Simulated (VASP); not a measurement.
The system is SiC.

```
Si C
1.0
     0.00000    2.17900    2.17900
     2.17900    0.00000    2.17900
     2.17900    2.17900    0.00000
Si C
1 1
Direct
  0.00000 0.00000 0.00000
  0.75000 0.75000 0.75000
```

Program: VASP 6.6.1. Alike in all runs: task single point; level PBE; potentials or basis VASP PAW PBE potentials, release 64 (Si, C); no spin polarisation; cell as given; cutoff (eV) 600; smearing fermi-dirac 0.05 eV.

Task: Order these runs on this cell by their band gap on the k mesh, lowest first.
A. k mesh 3 × 3 × 3
B. k mesh 5 × 5 × 5
C. k mesh 7 × 7 × 7

Result: C (1.60 eV), B (1.81 eV), A (2.50 eV).

Caveats: some runs use coarse meshes; an odd mesh through Γ misses points on the zone boundary, where band edges can lie.
